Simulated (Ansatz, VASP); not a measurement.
Ge: VASP beside Ansatz

```
CELL_PARAMETERS angstrom
0.00000 2.83661 2.81208
2.83661 0.00000 2.81208
2.83661 2.83661 0.00000
ATOMIC_POSITIONS crystal
Ge 0.00000 0.00000 0.00000
Ge 0.25000 0.25000 0.25000
```

Alike in both runs: functional LDA; k mesh 12 × 12 × 12; occupations gaussian, width 0.05 eV; no spin polarisation.

Ansatz relaxed the structure, and its values are those at the end. VASP's run is a single point on that final structure, the one shown.

```csv
,VASP,Ansatz
version,VASP 6.6.1,Ansatz 0.2.0
potentials or method,"VASP PAW LDA potentials, release 64 (Ge_d)","scalar-relativistic, plane waves, PAW"
plane-wave cutoff (eV),520,420
valence electrons in the cell,28,28
```

```tsv
	VASP	Ansatz	Ansatz less VASP
gap on the k mesh at the Fermi level (eV)	0.07	0.07	0.000
least direct gap on the mesh (eV)	0.07	0.07	0.000
pressure (GPa)	-1.1	-1.3	-0.17
```

LDA's correlation is that of Perdew and Zunger in VASP and of Perdew and Wang (1992) in Ansatz. Ansatz's warnings: stress scf threshold loose.
